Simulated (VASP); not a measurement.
# Sb (Pm-3m) in VASP: further runs

Sb is run at these levels: PBE-based screened hybrid with 30 % exact exchange, PBE-based screened hybrid with 40 % exact exchange, PBE-based screened hybrid with 50 % exact exchange, HSE06, PBE0+D4; tasks: single point.

All numbers are computed with VASP 6.6.1; they aren't measurements. Logs are shortened: lines on timing, memory, paths and dates and some standing lists are left out, and cuts for length are marked.

## Step 1: The cell of the first run

The structure is cubic, space group Pm-3m (No. 221). Conventional cell: a = 3.160 Å, b = 3.160 Å, c = 3.160 Å, α = 90.00°, β = 90.00°, γ = 90.00°. Sb (site symmetry m-3m) has 6 Sb at 3.16 Å within 4.2 Å.

This isn't the form of Sb at room conditions, which is rhombohedral.

## Step 2: Single point, PBE-based screened hybrid with 30 % exact exchange

Input file POSCAR:

```
Sb
1.0
    3.1600000000      0.0000000000      0.0000000000
    0.0000000000      3.1600000000      0.0000000000
    0.0000000000      0.0000000000      3.1600000000
Sb
1
Direct
    0.0000000000      0.0000000000      0.0000000000
```

Input file INCAR.step1:

```
SYSTEM = Sb
ALGO = Normal ; EDIFF = 1E-5
ENCUT = 520 ; GGA = PE
ISIF = 2 ; ISMEAR = -1
LASPH = .TRUE. ; LCHARG = .FALSE.
LREAL = .FALSE. ; LWAVE = .TRUE.
NBANDS = 8 ; NELM = 100
PREC = Accurate ; SIGMA = 0.05
```

Input file INCAR.step2:

```
SYSTEM = Sb
AEXX = 0.3 ; ALGO = Normal
EDIFF = 1E-6 ; ENCUT = 520
GGA = PE ; HFSCREEN = 0.2
ISIF = 2 ; ISMEAR = -1
ISTART = 1 ; LASPH = .TRUE.
LCHARG = .FALSE. ; LHFCALC = .TRUE.
LREAL = .FALSE. ; LWAVE = .FALSE.
NBANDS = 8 ; NELM = 100
PREC = Accurate ; PRECFOCK = Normal
SIGMA = 0.05
```

Input file KPOINTS:

```
k-points
0
G
  4 4 4
  0 0 0
```

Potentials or basis: VASP PAW PBE potentials, release 64 (Sb).

Launch:

```console
$ cat potpaw_PBE.64/Sb/POTCAR > POTCAR
$ cp INCAR.step1 INCAR
$ mpirun -np 1 vasp_std > vasp.out
$ cp INCAR.step2 INCAR
$ mpirun -np 1 vasp_std > vasp.out
```

OUTCAR:

```text
SYSTEM = Sb
   AEXX = 0.3
   EDIFF = 1E-6
   ENCUT = 520
   GGA = PE
   HFSCREEN = 0.2
   ISIF = 2
   ISMEAR = -1
   ISTART = 1
   LASPH = .TRUE.
   LHFCALC = .TRUE.
   LREAL = .FALSE.
   NELM = 100
   PREC = Accurate
   PRECFOCK = Normal

 ion  position               nearest neighbor table
   1  0.000  0.000  0.000-

  LATTYP: Found a simple cubic cell.
 ALAT       =     3.1600000000

  Lattice vectors:

 A1 = (   3.1600000000,   0.0000000000,   0.0000000000)
 A2 = (   0.0000000000,   3.1600000000,   0.0000000000)
 A3 = (   0.0000000000,   0.0000000000,   3.1600000000)

Analysis of symmetry for initial positions (statically):
=====================================================================
 Subroutine PRICEL returns:
 Original cell was already a primitive cell.

 Routine SETGRP: Setting up the symmetry group for a
 simple cubic supercell.

 Subroutine GETGRP returns: Found 48 space group operations
 (whereof 48 operations were pure point group operations)
 out of a pool of 48 trial point group operations.

The static configuration has the point symmetry O_h .

Analysis of symmetry for dynamics (positions and initial velocities):
=====================================================================
 Subroutine PRICEL returns:
 Original cell was already a primitive cell.

 Routine SETGRP: Setting up the symmetry group for a
 simple cubic supercell.

 Subroutine GETGRP returns: Found 48 space group operations
 (whereof 48 operations were pure point group operations)
 out of a pool of 48 trial point group operations.

The dynamic configuration has the point symmetry O_h .

 Subroutine INISYM returns: Found 48 space group operations
 (whereof 48 operations are pure point group operations),
 and found     1 'primitive' translations

----------------------------------------------------------------------------------------

                                     Primitive cell

  volume of cell :      31.5545

  direct lattice vectors                    reciprocal lattice vectors
     3.160000000  0.000000000  0.000000000     0.316455696  0.000000000  0.000000000
     0.000000000  3.160000000  0.000000000     0.000000000  0.316455696  0.000000000
     0.000000000  0.000000000  3.160000000     0.000000000  0.000000000  0.316455696

  length of vectors
     3.160000000  3.160000000  3.160000000     0.316455696  0.316455696  0.316455696

  position of ions in fractional coordinates (direct lattice)
     0.000000000  0.000000000  0.000000000

  ion indices of the primitive-cell ions
   primitive index   ion index
                 1           1

----------------------------------------------------------------------------------------

 KPOINTS: k-points

Automatic generation of k-mesh.
 Grid dimensions read from file:
 generate k-points for:    4    4    4

 Generating k-lattice:

  Cartesian coordinates                     Fractional coordinates (reciprocal lattice)
     0.079113924  0.000000000  0.000000000     0.250000000  0.000000000  0.000000000
     0.000000000  0.079113924  0.000000000     0.000000000  0.250000000  0.000000000
     0.000000000  0.000000000  0.079113924     0.000000000  0.000000000  0.250000000

  Length of vectors
     0.079113924  0.079113924  0.079113924

  Shift w.r.t. Gamma in fractional coordinates (k-lattice)
     0.000000000  0.000000000  0.000000000

 Subroutine IBZKPT returns following result:
 ===========================================

 Found     10 irreducible k-points:

 Following reciprocal coordinates:
            Coordinates               Weight
  0.000000  0.000000  0.000000      1.000000
  0.250000  0.000000  0.000000      6.000000
  0.500000  0.000000  0.000000      3.000000
  0.250000  0.250000  0.000000     12.000000
  0.500000  0.250000  0.000000     12.000000
  0.500000  0.500000  0.000000      3.000000
  0.250000  0.250000  0.250000      8.000000
  0.500000  0.250000  0.250000     12.000000
  0.500000  0.500000  0.250000      6.000000
  0.500000  0.500000  0.500000      1.000000
   k-points           NKPTS =     10   k-points in BZ     NKDIM =     64   number of bands    NBANDS=      8
   number of dos      NEDOS =    301   number of ions     NIONS =      1
   total plane-waves  NPLWV =  13824
   dimension x,y,z NGX =    24 NGY =   24 NGZ =   24
   dimension x,y,z NGXF=    48 NGYF=   48 NGZF=   48
   ions per type =               1
   NGX,Y,Z   is equivalent  to a cutoff of  12.63, 12.63, 12.63 a.u.
   NGXF,Y,Z  is equivalent  to a cutoff of  25.25, 25.25, 25.25 a.u.
 SYSTEM =  Sb
   PREC   = accura    normal or accurate (medium, high low for compatibility)
   ISTART =      1    job   : 0-new  1-cont  2-samecut
   ICHARG =      0    charge: 1-file 2-atom 10-const
   ISPIN  =      1    spin polarized calculation?
   LNONCOLLINEAR =      F non collinear calculations
   LSORBIT =      F    spin-orbit coupling
   LASPH  =      T    aspherical Exc in radial PAW
   ENCUT  =  520.0 eV  38.22 Ry    6.18 a.u.   5.88  5.88  5.88*2*pi/ulx,y,z
   NELM   =    100;   NELMIN=  2; NELMDL=  0     # of ELM steps
   EDIFF  = 0.1E-05   stopping-criterion for ELM
   LREAL  =      F    real-space projection
   EDIFFG = 0.1E-04   stopping-criterion for IOM
   NSW    =      0    number of steps for IOM
   IBRION =     -1    ionic relax: 0-MD 1-quasi-New 2-CG
   NFREE  =      0    steps in history (QN), initial steepest desc. (CG)
   ISIF   =      2    stress and relaxation
   ISYM   =      3    0-nonsym 1-usesym 2-fastsym
   POTIM  = 0.5000    time-step for ionic-motion
   TEBEG  =    0.0;   TEEND  =   0.0 temperature during run
   PSTRESS=    0.0 pullay stress
   NELECT =       5.0000    total number of electrons
   NUPDOWN=      -1.0000    fix difference up-down
   EMIN   =  10.00;   EMAX   =-10.00  energy-range for DOS
   EFERMI =   0.00;   METHOD = LEGACY
   ISMEAR =    -1;   SIGMA  =   0.05  broadening in eV -4-tet -1-fermi 0-gaus
   EFERMI_NEDOS =   21; number of points for ismear=-14 and -15
   IALGO  =     38    algorithm
   IMIX   =      1    mixing-type and parameters
     AMIX     =   0.40;   BMIX     =  1.00
     AMIX_MAG =   1.60;   BMIX_MAG =  1.00
  volume/ion in A,a.u.               =      31.55       212.94
  Fermi-wavevector in a.u.,A,eV,Ry     =   0.885886  1.674081 10.677766  0.784794
  Thomas-Fermi vector in A             =   2.006979
   LORBIT       =      0    0 simple, 1 ext, 2 COOP (PROOUT), +10 PAW based schemes
   GGA     = PE    functional components
   LHFCALC =     T    Hartree Fock is set to
   PRECFOCK=normal    Normal, Fast or Accurate (Low or Medium for compatibility)
   ENCUT4O =  -1.0   cutoff for four orbital integrals eV
   NKREDX  =     1    reduce k-point grid by
   NKREDY  =     1    reduce k-point grid by
   NKREDZ  =     1    reduce k-point grid by
   AEXX    =    0.3000 exact exchange contribution
   HFSCREEN=    0.2000 screening length (either q_TF or 0.3 A-1)
   HFSCREENC=   0.2000 screening length for correlation (either q_TF or 0.3 A-1)
   ENCUTFOCK=  -1.0 apply spherical cutoff to Coloumb kernel
   IVDW    =     0    specifies the selected vdW correction
   LEPSILON=     F    determine dielectric tensor
   LRPA    =     F    only Hartree local field effects (RPA)
 non-spin polarized calculation
  energy-cutoff  :      520.00
  volume of cell :       31.55
 maximum number of plane-waves:       872
 NGX is ok and might be reduce to    24
  NGX = 18; NGY = 18; NGZ = 18

 number of electron       5.0000001 magnetization

 Free energy of the ion-electron system (eV)
  ---------------------------------------------------
  ext. energy  EPLUGINS =         0.00000000
  ---------------------------------------------------
  free energy    TOTEN  =        -4.76519287 eV

  energy without entropy =       -4.75621478  energy(sigma->0) =       -4.76070383

 E-fermi :   6.3751     XC(G=0):  -7.5389

 val. band max:        5.5631277722   @ k =   0.2500   0.2500   0.2500
 cond. band min:       6.4582401234   @ k =   0.5000   0.2500   0.0000
 fundamental gap:      0.8951123512
 Fermi energy:         6.3751202105

 k-point     1 :       0.0000    0.0000    0.0000
  band No.  band energies     occupation
      1      -7.4444      2.00000
      2       9.8164      0.00000
      3       9.8164      0.00000
      4       9.8164      0.00000
      5      13.6015      0.00000
      6      13.6015      0.00000
      7      14.9179      0.00000
      8      24.3999      0.00000

 k-point     2 :       0.2500    0.0000    0.0000
  band No.  band energies     occupation
      1      -6.5129      2.00000
      2       3.9910      2.00000
      3      10.6949      0.00000
      4      10.6949      0.00000
      5      14.3557      0.00000
      6      15.2970      0.00000
      7      20.4189      0.00000
      8      20.8524      0.00000

 k-point     3 :       0.5000    0.0000    0.0000
  band No.  band energies     occupation
      1      -4.9024      2.00000
      2       0.0708      2.00000
      3      11.9485      0.00000
      4      11.9485      0.00000
      5      15.7371      0.00000
      6      17.6517      0.00000
      7      18.2830      0.00000
      8      18.3425      0.00000

 k-point     4 :       0.2500    0.2500    0.0000
  band No.  band energies     occupation
      1      -5.5709      2.00000
      2       4.6678      2.00000
      3       5.2346      2.00000
      4      11.5732      0.00000
      5      14.9449      0.00000
      6      15.9652      0.00000
      7      20.8941      0.00000
      8      21.3977      0.00000

 k-point     5 :       0.5000    0.2500    0.0000
  band No.  band energies     occupation
      1      -3.9216      2.00000
      2       0.9786      2.00000
      3       6.4582      0.31888
      4      12.0873      0.00000
      5      12.8187      0.00000
      6      17.5585      0.00000
      7      19.0201      0.00000
      8      19.0968      0.00000

 k-point     6 :       0.5000    0.5000    0.0000
  band No.  band energies     occupation
      1      -2.0936      2.00000
      2       2.3143      2.00000
      3       2.3143      2.00000
      4       9.0155      0.00000
      5      14.0265      0.00000
      6      19.5399      0.00000
      7      20.2053      0.00000
      8      20.2446      0.00000

 k-point     7 :       0.2500    0.2500    0.2500
  band No.  band energies     occupation
      1      -4.6203      2.00000
      2       5.5631      2.00000
      3       5.5631      2.00000
      4       6.6010      0.02159
      5      15.5489      0.00000
      6      16.3295      0.00000
      7      16.3295      0.00000
      8      21.5173      0.00000

 k-point     8 :       0.5000    0.2500    0.2500
  band No.  band energies     occupation
      1      -2.9345      2.00000
      2       1.8708      2.00000
      3       6.8963      0.00006
      4       7.9122      0.00000
      5      12.5126      0.00000
      6      13.4434      0.00000
      7      17.5310      0.00000
      8      20.8751      0.00000

 k-point     9 :       0.5000    0.5000    0.2500
  band No.  band energies     occupation
      1      -1.0725      2.00000
      2       3.1680      2.00000
      3       3.1680      2.00000
      4       8.8197      0.00000
      5       9.9023      0.00000
      6      14.5927      0.00000
      7      14.5927      0.00000
      8      17.6592      0.00000

 k-point    10 :       0.5000    0.5000    0.5000
  band No.  band energies     occupation
      1       1.0341      2.00000
      2       4.3685      2.00000
      3       4.3685      2.00000
      4       4.3685      2.00000
      5      11.7070      0.00000
      6      11.7070      0.00000
      7      11.7070      0.00000
      8      14.0906      0.00000

------------------------ aborting loop because EDIFF is reached ----------------------------------------

  FORCE on cell =-STRESS in cart. coord.  units (eV):
  Direction    XX          YY          ZZ          XY          YZ          ZX
  --------------------------------------------------------------------------------------
  -------------------------------------------------------------------------------------
  Total       -1.4086100     -1.4086100     -1.4086100     -0.0000000     -0.0000000      0.0000000
  in kB      -71.5220725    -71.5220725    -71.5220725     -0.0000000     -0.0000000      0.0000000
  external PRESSURE =     -71.5220725 kB  Pullay stress =       0.0000000 kB

 VOLUME and BASIS-vectors are now :
 -----------------------------------------------------------------------------
  energy-cutoff  :      520.00
  volume of cell :       31.55
      direct lattice vectors                 reciprocal lattice vectors
     3.160000000  0.000000000  0.000000000     0.316455696  0.000000000  0.000000000
     0.000000000  3.160000000  0.000000000     0.000000000  0.316455696  0.000000000
     0.000000000  0.000000000  3.160000000     0.000000000  0.000000000  0.316455696

 POSITION                                       TOTAL-FORCE (eV/Angst)
 -----------------------------------------------------------------------------------
      0.00000      0.00000      0.00000         0.000000      0.000000      0.000000
 -----------------------------------------------------------------------------------
    total drift:                                0.000000      0.000000      0.000000

  FREE ENERGIE OF THE ION-ELECTRON SYSTEM (eV)
  ---------------------------------------------------
  free  energy   TOTEN  =        -4.7651928749 eV

  energy  without entropy=       -4.7562147833  energy(sigma->0) =       -4.76070383
```

Wall time 2 min (1 thread of Intel Xeon 8259CL, shared host); peak memory 0.24 GiB.

Results:

```yaml
Free_energy: -4.7652 eV
Pressure: -7.2 GPa
Band_gap_on_the_k_mesh: zero (an odd number of electrons rules out a gap without spin polarisation)
```

Caveat: the k points lie up to 0.50 Å⁻¹ apart, too coarse for converged energies and pressures of a metal; the PAW data sets were made with another functional, which shifts forces and pressure a little; spin-orbit coupling is left out, which moves the levels of the heavy elements.

## Step 3: Single point, PBE-based screened hybrid with 40 % exact exchange

POSCAR is that of step 2.

Input file INCAR.step1:

```
SYSTEM = Sb
ALGO = Normal
EDIFF = 1E-5
ENCUT = 520
GGA = PE
ISIF = 2
ISMEAR = -1
LASPH = .TRUE.
LCHARG = .FALSE.
LREAL = .FALSE.
LWAVE = .TRUE.
NBANDS = 8
NELM = 80
PREC = Accurate
SIGMA = 0.05
```

Input file INCAR.step2:

```
SYSTEM = Sb
AEXX = 0.4
ALGO = Normal
EDIFF = 1E-6
ENCUT = 520
GGA = PE
HFSCREEN = 0.2
ISIF = 2
ISMEAR = -1
ISTART = 1
LASPH = .TRUE.
LCHARG = .FALSE.
LHFCALC = .TRUE.
LREAL = .FALSE.
LWAVE = .FALSE.
NBANDS = 8
NELM = 80
PREC = Accurate
PRECFOCK = Normal
SIGMA = 0.05
```

KPOINTS is that of step 2.

Potentials or basis: VASP PAW PBE potentials, release 64 (Sb).

Launch:

```console
$ cat potpaw_PBE.64/Sb/POTCAR > POTCAR
$ cp INCAR.step1 INCAR
$ mpirun -np 1 vasp_std > vasp.out
$ cp INCAR.step2 INCAR
$ mpirun -np 1 vasp_std > vasp.out
```

OUTCAR:

```text
SYSTEM = Sb
   AEXX = 0.4
   EDIFF = 1E-6
   ENCUT = 520
   GGA = PE
   HFSCREEN = 0.2
   ISIF = 2
   ISMEAR = -1
   ISTART = 1
   LASPH = .TRUE.
   LHFCALC = .TRUE.
   LREAL = .FALSE.
   NELM = 80
   PREC = Accurate
   PRECFOCK = Normal

 ion  position               nearest neighbor table
   1  0.000  0.000  0.000-

  LATTYP: Found a simple cubic cell.
 ALAT       =     3.1600000000

  Lattice vectors:
[... 281 lines left out ...]
      4       4.1244      2.00000
      5      11.8248      0.00000
      6      11.8248      0.00000
      7      11.8248      0.00000
      8      14.2763      0.00000

------------------------ aborting loop because EDIFF is reached ----------------------------------------

  FORCE on cell =-STRESS in cart. coord.  units (eV):
  Direction    XX          YY          ZZ          XY          YZ          ZX
  --------------------------------------------------------------------------------------
  -------------------------------------------------------------------------------------
  Total       -1.7568037     -1.7568037     -1.7568037      0.0000000      0.0000000      0.0000000
  in kB      -89.2015830    -89.2015830    -89.2015830      0.0000000      0.0000000      0.0000000
  external PRESSURE =     -89.2015830 kB  Pullay stress =       0.0000000 kB

 VOLUME and BASIS-vectors are now :
 -----------------------------------------------------------------------------
  energy-cutoff  :      520.00
  volume of cell :       31.55
      direct lattice vectors                 reciprocal lattice vectors
     3.160000000  0.000000000  0.000000000     0.316455696  0.000000000  0.000000000
     0.000000000  3.160000000  0.000000000     0.000000000  0.316455696  0.000000000
     0.000000000  0.000000000  3.160000000     0.000000000  0.000000000  0.316455696

 POSITION                                       TOTAL-FORCE (eV/Angst)
 -----------------------------------------------------------------------------------
      0.00000      0.00000      0.00000         0.000000      0.000000      0.000000
 -----------------------------------------------------------------------------------
    total drift:                                0.000000      0.000000      0.000000

  FREE ENERGIE OF THE ION-ELECTRON SYSTEM (eV)
  ---------------------------------------------------
  free  energy   TOTEN  =        -5.2848196456 eV

  energy  without entropy=       -5.2761934740  energy(sigma->0) =       -5.28050656
```

OSZICAR.step1:

```text
N       E                     dE             d eps       ncg     rms          rms(c)
DAV:   1     0.724990370193E+01    0.72499E+01   -0.15529E+03   168   0.409E+02
DAV:   2    -0.355645291580E+01   -0.10806E+02   -0.10540E+02   240   0.545E+01
DAV:   3    -0.369167690566E+01   -0.13522E+00   -0.13515E+00   160   0.693E+00
DAV:   4    -0.369240188589E+01   -0.72498E-03   -0.72498E-03   264   0.666E-01
DAV:   5    -0.369240435050E+01   -0.24646E-05   -0.24646E-05   176   0.217E-02    0.169E+00
DAV:   6    -0.369371779131E+01   -0.13134E-02   -0.19255E-03   192   0.237E-01    0.988E-01
DAV:   7    -0.369485895619E+01   -0.11412E-02   -0.42818E-03   160   0.351E-01    0.819E-02
DAV:   8    -0.369491450047E+01   -0.55544E-04   -0.12606E-04   224   0.745E-02    0.792E-03
DAV:   9    -0.369491828487E+01   -0.37844E-05   -0.29195E-06   192   0.109E-02
   1 F= -.36949183E+01 E0= -.36898337E+01  d E =-.101692E-01
```

Run time: 1.9 min. Hardware: 1 thread of Intel Xeon 8259CL, shared host; peak memory 0.24 GiB.

Results:

```
Free energy            : -5.2848 eV
Pressure               : -8.9 GPa
Band gap on the k mesh : zero (an odd number of electrons rules out a gap without spin polarisation)
```

Levels at points of the mesh, in eV from the Fermi level:
| k point | band 1 | band 2 | band 3 | band 4 | band 5 | band 6 |
| --- | --- | --- | --- | --- | --- | --- |
| (0.00, 0.00, 0.00) | -14.36 | 3.58 | 3.58 | 3.58 | 7.41 | 7.41 |
| (0.50, 0.00, 0.00) | -11.70 | -6.64 | 5.81 | 5.81 | 9.60 | 11.61 |
| (0.50, 0.50, 0.00) | -8.73 | -4.30 | -4.30 | 2.79 | 7.97 | 13.49 |
| (0.50, 0.50, 0.50) | -5.40 | -2.16 | -2.16 | -2.16 | 5.54 | 5.54 |

Caveat: the k points lie up to 0.50 Å⁻¹ apart, too coarse for converged energies and pressures of a metal; the PAW data sets were made with another functional, which shifts forces and pressure a little; spin-orbit coupling is left out, which moves the levels of the heavy elements.

(Part 1 of 2 ends here.)
